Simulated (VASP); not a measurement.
A run of VASP 6.6.1:

Contents of INCAR:

```
ALGO     = Normal         # electronic algorithm
EDIFF    = 1E-6           # SCF threshold, eV
ENCUT    = 500            # plane-wave cutoff, eV
GGA      = PE             # functional
GGA_COMPAT= F            
ISIF     = 2              # what is computed and relaxed
ISMEAR   = 0              # smearing method
LASPH    = T              # aspherical terms in the spheres
LCHARG   = T              # write CHGCAR
LELF     = T              # ELF
LMAXMIX  = 6              # l up to which the mixer works
LREAL    = F              # projectors in reciprocal space
LVHAR    = T            
LWAVE    = F              # write WAVECAR
NBANDS   = 54             # bands
NELM     = 200            # most SCF steps
PREC     = Accurate       # precision mode
SIGMA    = 0.2            # smearing width, eV
```

Contents of KPOINTS:

```
k-points
0
Gamma
  6 4 2
```

The input POSCAR:

```
Sm3Ta
1.0
    3.4774383433      0.0000085934      0.0006665629
    0.0005198329      7.0386022408      0.0012619151
   -0.0001088967      0.0012326961      9.5821280516
Sm Ta
6 2
Direct
   -0.0007571092      0.4996957071      0.2617206848
    0.0004877056     -0.0000295057      0.3103898186
    0.5008582941      0.7682171531      0.0000278914
    0.4987491962      0.2315486161     -0.0000560833
    0.0009287820      0.5003411713      0.7383215301
   -0.0006688158      0.0000967127      0.6895627000
    0.5008159318      0.3092699280      0.5002271931
    0.4995860151      0.6908602174      0.4998062653
```

Potentials or basis: VASP PAW PBE potentials, release 64 (Sm_3, Ta_pv), 4f in core.

Launch:

```bash
$ cat potpaw_PBE.64/Sm_3/POTCAR potpaw_PBE.64/Ta_pv/POTCAR > POTCAR
$ mpirun -np 1 vasp_std > vasp.out
```

Hardware: 1 thread of AMD EPYC 9R45 96-Core Processor (Zen 5), on a shared host.

Question: Estimate the wall time of this run.

Answer: Run time: 3.3 min on 1 thread of AMD EPYC 9R45 96-Core Processor (Zen 5), with other jobs on the host, peak memory 0.43 GiB. Counts: scf iterations 16, k points 28.
